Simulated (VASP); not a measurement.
# ScAl3As4 (P3m1) in VASP: single point with r2SCAN

Aim: the single point of ScAl3As4 with r2SCAN.

Everything below comes from runs of VASP 6.6.1. Logs are shortened: lines on timing, memory, paths and dates and some standing lists are left out, and cuts for length are marked.

### 1 The cell of the first run

The structure is trigonal, space group P3m1 (No. 156). The conventional cell has a = 4.009 Å, b = 4.009 Å, c = 13.412 Å, α = 90.00°, β = 90.00°, γ = 120.00°. Within 3.5 Å of Sc (site symmetry 3m) lie 6 As at 2.62 to 3.09 Å and 1 Al at 3.12 Å. Al (site symmetry 3m) has 4 As at 2.45 to 2.55 Å and 1 Sc at 3.12 Å within 3.2 Å. Al (site symmetry 3m) has 4 As at 2.45 to 2.47 Å within 3.2 Å. Al (site symmetry 3m) has 4 As at 2.43 to 2.47 Å within 3.2 Å. Within 3.4 Å of As (site symmetry 3m) lie 3 Al at 2.55 Å and 3 Sc at 3.09 Å. Within 3.2 Å of As (site symmetry 3m) lie 4 Al at 2.45 to 2.47 Å. Within 3.2 Å of As (site symmetry 3m) lie 4 Al at 2.45 to 2.47 Å. As (site symmetry 3m) has 1 Al at 2.43 Å and 3 Sc at 2.62 Å within 3.2 Å.

### 2 Single point, r2SCAN

Contents of POSCAR:

```
ScAl3As4
1.0
    4.0085843075      0.0000000000      0.0000000000
   -2.0042921538      3.4715358435      0.0000000000
    0.0000000000      0.0000000000     13.4119945926
Sc Al As
1 3 4
Direct
    0.0000000000      0.0000000000      0.0857192246
    0.0000000000      0.0000000000      0.3181273054
    0.6666666667      0.3333333333      0.5652136650
    0.3333333333      0.6666666667      0.8122975239
    0.6666666667      0.3333333333      0.2387792437
    0.0000000000      0.0000000000      0.5010150061
    0.6666666667      0.3333333333      0.7481180890
    0.3333333333      0.6666666667      0.9937299423
```

Contents of INCAR.step1:

```
SYSTEM = ScAl3As4
PREC = Accurate
ENCUT = 520
ISMEAR = 0
SIGMA = 0.02
LREAL = .False.
LASPH = .True.
NELM = 80
NBANDS = 30
GGA = PE
ALGO = Normal
EDIFF = 1E-4
LWAVE = .True.
LCHARG = .False.
```

Contents of INCAR.step2:

```
SYSTEM = ScAl3As4
PREC = Accurate
ENCUT = 520
EDIFF = 1E-6
ISMEAR = 0
SIGMA = 0.02
LREAL = .False.
LASPH = .True.
NELM = 80
ALGO = Normal
ISIF = 2
LWAVE = .False.
LCHARG = .False.
METAGGA = R2SCAN
LMIXTAU = .True.
NBANDS = 30
ISTART = 1
```

Contents of KPOINTS:

```
regular mesh
0
Gamma
  12 12 2
  0 0 0
```

Potentials or basis: VASP PAW PBE potentials, release 64 (Sc_sv, Al, As).

The run is started by

```
cat potpaw_PBE.64/Sc_sv/POTCAR potpaw_PBE.64/Al/POTCAR potpaw_PBE.64/As/POTCAR > POTCAR
cp INCAR.step1 INCAR
mpirun -np 1 vasp_std > vasp.out
cp INCAR.step2 INCAR
mpirun -np 1 vasp_std > vasp.out
```

OUTCAR:

```text
SYSTEM = ScAl3As4
   PREC = Accurate
   ENCUT = 520
   EDIFF = 1E-6
   ISMEAR = 0
   LREAL = .False.
   LASPH = .True.
   NELM = 80
   ISIF = 2
   METAGGA = R2SCAN
   ISTART = 1

 ion  position               nearest neighbor table
   1  0.000  0.000  0.086-   8 2.62   8 2.62   8 2.62   5 3.09   5 3.09   5 3.09   2 3.12
   2  0.000  0.000  0.318-   6 2.45   5 2.55   5 2.55   5 2.55   1 3.12
   3  0.667  0.333  0.565-   7 2.45   6 2.47   6 2.47   6 2.47
   4  0.333  0.667  0.812-   8 2.43   7 2.47   7 2.47   7 2.47
   5  0.667  0.333  0.239-   2 2.55   2 2.55   2 2.55   1 3.09   1 3.09   1 3.09
   6  0.000  0.000  0.501-   2 2.45   3 2.47   3 2.47   3 2.47
   7  0.667  0.333  0.748-   3 2.45   4 2.47   4 2.47   4 2.47
   8  0.333  0.667  0.994-   4 2.43   1 2.62   1 2.62   1 2.62

  LATTYP: Found a hexagonal cell.
 ALAT       =     4.0085843075
 C/A-ratio  =     3.3458182649

  Lattice vectors:

 A1 = (   4.0085843075,   0.0000000000,   0.0000000000)
 A2 = (  -2.0042921538,   3.4715358435,   0.0000000000)
 A3 = (   0.0000000000,   0.0000000000,  13.4119945926)

Analysis of symmetry for initial positions (statically):
=====================================================================
 Subroutine PRICEL returns:
 Original cell was already a primitive cell.

 Routine SETGRP: Setting up the symmetry group for a
 hexagonal supercell.

 Subroutine GETGRP returns: Found  6 space group operations
 (whereof  6 operations were pure point group operations)
 out of a pool of 24 trial point group operations.

The static configuration has the point symmetry C_3v.

Analysis of symmetry for dynamics (positions and initial velocities):
=====================================================================
 Subroutine PRICEL returns:
 Original cell was already a primitive cell.

 Routine SETGRP: Setting up the symmetry group for a
 hexagonal supercell.

 Subroutine GETGRP returns: Found  6 space group operations
 (whereof  6 operations were pure point group operations)
 out of a pool of 24 trial point group operations.

The dynamic configuration has the point symmetry C_3v.

 Subroutine INISYM returns: Found  6 space group operations
 (whereof  6 operations are pure point group operations),
 and found     1 'primitive' translations

----------------------------------------------------------------------------------------

                                     Primitive cell

  volume of cell :     186.6406

  direct lattice vectors                    reciprocal lattice vectors
     4.008584307  0.000000000  0.000000000     0.249464630  0.144028471  0.000000000
    -2.004292154  3.471535843  0.000000000     0.000000000  0.288056942  0.000000000
     0.000000000  0.000000000 13.411994593     0.000000000  0.000000000  0.074560125

  length of vectors
     4.008584307  4.008584308 13.411994593     0.288056942  0.288056942  0.074560125

  position of ions in fractional coordinates (direct lattice)
     0.000000000  0.000000000  0.085719225
     0.000000000  0.000000000  0.318127305
     0.666666667  0.333333333  0.565213665
     0.333333333  0.666666667  0.812297524
     0.666666667  0.333333333  0.238779244
     0.000000000  0.000000000  0.501015006
     0.666666667  0.333333333  0.748118089
     0.333333333  0.666666667  0.993729942

  ion indices of the primitive-cell ions
   primitive index   ion index
                 1           1
                 2           2
                 3           3
                 4           4
                 5           5
                 6           6
                 7           7
                 8           8

----------------------------------------------------------------------------------------

 KPOINTS: regular mesh

Automatic generation of k-mesh.
 Grid dimensions read from file:
 generate k-points for:   12   12    2

 Generating k-lattice:

  Cartesian coordinates                     Fractional coordinates (reciprocal lattice)
     0.020788719  0.012002373  0.000000000     0.083333333  0.000000000  0.000000000
     0.000000000  0.024004745  0.000000000     0.000000000  0.083333333  0.000000000
     0.000000000  0.000000000  0.037280063     0.000000000  0.000000000  0.500000000

  Length of vectors
     0.024004745  0.024004745  0.037280063

  Shift w.r.t. Gamma in fractional coordinates (k-lattice)
     0.000000000  0.000000000  0.000000000

 Subroutine IBZKPT returns following result:
 ===========================================

 Found     38 irreducible k-points:

 Following reciprocal coordinates:
            Coordinates               Weight
  0.000000  0.000000  0.000000      1.000000
  0.083333  0.000000  0.000000      6.000000
  0.166667  0.000000  0.000000      6.000000
  0.250000  0.000000  0.000000      6.000000
  0.333333  0.000000  0.000000      6.000000
  0.416667  0.000000  0.000000      6.000000
[... 16 lines left out ...]
  0.250000  0.000000  0.500000      6.000000
  0.333333  0.000000  0.500000      6.000000
 [... further k-points ...]
   k-points           NKPTS =     38   k-points in BZ     NKDIM =     38   number of bands    NBANDS=     30
   number of dos      NEDOS =    301   number of ions     NIONS =      8
   total plane-waves  NPLWV =  90000
   dimension x,y,z NGX =    30 NGY =   30 NGZ =  100
   dimension x,y,z NGXF=    60 NGYF=   60 NGZF=  200
   ions per type =               1   3   4
   NGX,Y,Z   is equivalent  to a cutoff of  12.44, 12.44, 12.40 a.u.
   NGXF,Y,Z  is equivalent  to a cutoff of  24.88, 24.88, 24.79 a.u.
 SYSTEM =  ScAl3As4
   PREC   = accura    normal or accurate (medium, high low for compatibility)
   ISTART =      1    job   : 0-new  1-cont  2-samecut
   ICHARG =      0    charge: 1-file 2-atom 10-const
   ISPIN  =      1    spin polarized calculation?
   LNONCOLLINEAR =      F non collinear calculations
   LSORBIT =      F    spin-orbit coupling
   LASPH  =      T    aspherical Exc in radial PAW
   ENCUT  =  520.0 eV  38.22 Ry    6.18 a.u.   7.45  7.45 24.94*2*pi/ulx,y,z
   NELM   =     80;   NELMIN=  2; NELMDL=  0     # of ELM steps
   EDIFF  = 0.1E-05   stopping-criterion for ELM
   LREAL  =      F    real-space projection
   EDIFFG = 0.1E-04   stopping-criterion for IOM
   NSW    =      0    number of steps for IOM
   IBRION =     -1    ionic relax: 0-MD 1-quasi-New 2-CG
   NFREE  =      0    steps in history (QN), initial steepest desc. (CG)
   ISIF   =      2    stress and relaxation
   ISYM   =      2    0-nonsym 1-usesym 2-fastsym
   POTIM  = 0.5000    time-step for ionic-motion
   TEBEG  =    0.0;   TEEND  =   0.0 temperature during run
   PSTRESS=    0.0 pullay stress
   NELECT =      40.0000    total number of electrons
   NUPDOWN=      -1.0000    fix difference up-down
   EMIN   =  10.00;   EMAX   =-10.00  energy-range for DOS
   EFERMI =   0.00;   METHOD = LEGACY
   ISMEAR =     0;   SIGMA  =   0.02  broadening in eV -4-tet -1-fermi 0-gaus
   EFERMI_NEDOS =   21; number of points for ismear=-14 and -15
   IALGO  =     38    algorithm
   IMIX   =      4    mixing-type and parameters
     AMIX     =   0.40;   BMIX     =  1.00
     AMIX_MAG =   1.60;   BMIX_MAG =  1.00
  volume/ion in A,a.u.               =      23.33       157.44
  Fermi-wavevector in a.u.,A,eV,Ry     =   0.979699  1.851363 13.059019  0.959811
  Thomas-Fermi vector in A             =   2.110573
   LORBIT       =      0    0 simple, 1 ext, 2 COOP (PROOUT), +10 PAW based schemes
   METAGGA = R2SCAN    functional components
   LHFCALC =     F    Hartree Fock is set to
   AEXX    =    0.0000 exact exchange contribution
   IVDW    =     0    specifies the selected vdW correction
   LEPSILON=     F    determine dielectric tensor
   LRPA    =     F    only Hartree local field effects (RPA)
 non-spin polarized calculation
 Gauss-broadening in eV      SIGMA  =   0.02
  energy-cutoff  :      520.00
  volume of cell :      186.64
 maximum number of plane-waves:      5066
 NGX is ok and might be reduce to    30
   NGX = 15   NGY = 15   NGZ = 49

 number of electron      39.9999994 magnetization

 Free energy of the ion-electron system (eV)
  ---------------------------------------------------
  ext. energy  EPLUGINS =         0.00000000
  ---------------------------------------------------
  free energy    TOTEN  =       -96.30067534 eV

  energy without entropy =      -96.30067534  energy(sigma->0) =      -96.30067534

 E-fermi :   3.8910     XC(G=0):  -9.5587

 val. band max:        3.6567976748   @ k =   0.0000   0.0000   0.0000
 cond. band min:       4.7734904523   @ k =   0.5000   0.0000   0.5000
 fundamental gap:      1.1166927774
 Fermi energy:         3.8909705892

 k-point     1 :       0.0000    0.0000    0.0000
  band No.  band energies     occupation
      1     -47.7940      2.00000
      2     -25.5246      2.00000
      3     -25.4023      2.00000
      4     -25.4022      2.00000
      5      -8.8229      2.00000
      6      -8.2918      2.00000
[... 22 lines left out ...]
     29       8.1148      0.00000
     30       8.1148      0.00000

 k-point     2 :       0.0833    0.0000    0.0000
  band No.  band energies     occupation
      1     -47.7938      2.00000
      2     -25.5240      2.00000
      3     -25.4056      2.00000
      4     -25.4030      2.00000
      5      -8.7605      2.00000
      6      -8.2330      2.00000
[... 22 lines left out ...]
     29       7.9705      0.00000
     30       8.3677      0.00000

 k-point     3 :       0.1667    0.0000    0.0000
  band No.  band energies     occupation
      1     -47.7932      2.00000
      2     -25.5224      2.00000
      3     -25.4148      2.00000
      4     -25.4051      2.00000
      5      -8.5786      2.00000
      6      -8.0630      2.00000
[... 22 lines left out ...]
     29       8.0124      0.00000
     30       8.5362      0.00000

 k-point     4 :       0.2500    0.0000    0.0000
  band No.  band energies     occupation
      1     -47.7924      2.00000
      2     -25.5201      2.00000
      3     -25.4273      2.00000
      4     -25.4079      2.00000
      5      -8.2953      2.00000
      6      -7.8040      2.00000
[... 22 lines left out ...]
     29       7.8602      0.00000
     30       8.7900      0.00000

 k-point     5 :       0.3333    0.0000    0.0000
  band No.  band energies     occupation
      1     -47.7916      2.00000
      2     -25.5178      2.00000
      3     -25.4397      2.00000
      4     -25.4107      2.00000
      5      -7.9502      2.00000
      6      -7.5034      2.00000
[... 22 lines left out ...]
     29       7.6974      0.00000
     30       8.3741      0.00000
[... 526 lines left out ...]
     29       8.0271      0.00000
     30       8.1564      0.00000

 k-point    22 :       0.1667    0.0000    0.5000
  band No.  band energies     occupation
      1     -47.7932      2.00000
      2     -25.5224      2.00000
      3     -25.4148      2.00000
      4     -25.4051      2.00000
      5      -8.5623      2.00000
      6      -8.1305      2.00000
[... 22 lines left out ...]
     29       8.3059      0.00000
     30       8.5919      0.00000

 k-point    23 :       0.2500    0.0000    0.5000
  band No.  band energies     occupation
      1     -47.7924      2.00000
      2     -25.5201      2.00000
      3     -25.4273      2.00000
      4     -25.4079      2.00000
      5      -8.2825      2.00000
      6      -7.8582      2.00000
[... 22 lines left out ...]
     29       8.2567      0.00000
     30       8.4878      0.00000

 k-point    24 :       0.3333    0.0000    0.5000
  band No.  band energies     occupation
      1     -47.7916      2.00000
      2     -25.5178      2.00000
      3     -25.4397      2.00000
      4     -25.4107      2.00000
      5      -7.9422      2.00000
      6      -7.5376      2.00000
[... 22 lines left out ...]
     29       7.7480      0.00000
     30       8.0919      0.00000

 [... further k-points ...]

------------------------ aborting loop because EDIFF is reached ----------------------------------------

  FORCE on cell =-STRESS in cart. coord.  units (eV):
  Direction    XX          YY          ZZ          XY          YZ          ZX
  --------------------------------------------------------------------------------------
  -------------------------------------------------------------------------------------
  Total       -1.7236377     -1.7236377     -2.0068204      0.0000000      0.0000000      0.0000000
  in kB      -14.7962115    -14.7962115    -17.2271342      0.0000000      0.0000000      0.0000000
  external PRESSURE =     -15.6065191 kB  Pullay stress =       0.0000000 kB

 VOLUME and BASIS-vectors are now :
 -----------------------------------------------------------------------------
  energy-cutoff  :      520.00
  volume of cell :      186.64
      direct lattice vectors                 reciprocal lattice vectors
     4.008584307  0.000000000  0.000000000     0.249464630  0.144028471  0.000000000
    -2.004292154  3.471535843  0.000000000     0.000000000  0.288056942  0.000000000
     0.000000000  0.000000000 13.411994593     0.000000000  0.000000000  0.074560125

 POSITION                                       TOTAL-FORCE (eV/Angst)
 -----------------------------------------------------------------------------------
      0.00000      0.00000      1.14967        -0.000000      0.000000     -0.103969
      0.00000      0.00000      4.26672         0.000000     -0.000000      0.026516
      2.00429      1.15718      7.58064        -0.000000      0.000000      0.020299
     -0.00000      2.31436     10.89453        -0.000000      0.000000      0.033314
      2.00429      1.15718      3.20251        -0.000000      0.000000      0.164956
      0.00000      0.00000      6.71961        -0.000000      0.000000     -0.026407
      2.00429      1.15718     10.03376        -0.000000      0.000000     -0.024676
     -0.00000      2.31436     13.32790        -0.000000      0.000000     -0.090034
 -----------------------------------------------------------------------------------
    total drift:                                0.000002     -0.000001     -0.001087

  FREE ENERGIE OF THE ION-ELECTRON SYSTEM (eV)
  ---------------------------------------------------
  free  energy   TOTEN  =       -96.3006753441 eV

  energy  without entropy=      -96.3006753441  energy(sigma->0) =      -96.30067534
```

Wall time 16 min (1 thread of AMD EPYC 9R14 (Zen 4), shared host); peak memory 0.42 GiB.

Results:

```
Free energy            : -96.3007 eV
Pressure               : -1.6 GPa
Largest force          : 0.165 eV/Å
Band gap on the k mesh : 1.12 eV (least direct gap 1.30 eV)
```

Forces in eV/Å, atoms in the order of the input:
```
Sc   0.000  0.000 -0.104
Al   0.000  0.000  0.027
Al   0.000  0.000  0.020
Al   0.000  0.000  0.033
As   0.000  0.000  0.165
As   0.000  0.000 -0.026
As   0.000  0.000 -0.025
As   0.000  0.000 -0.090
```

Levels at points of the mesh, in eV from the valence-band top:
```
           k point  band 18  band 19  band 20  band 21  band 22  band 23
(0.00, 0.00, 0.00)    -0.37     0.00     0.00     1.32     2.28     2.28
(0.50, 0.00, 0.00)    -1.46    -1.42    -0.39     1.14     1.71     2.02
(0.00, 0.00, 0.50)    -0.40    -0.07    -0.07     1.24     2.28     2.28
(0.50, 0.00, 0.50)    -1.81    -1.50    -0.36     1.12     2.08     2.27
```

Caveat: the PAW data sets were made with another functional, which shifts forces and pressure a little. A k mesh can miss the band edges.
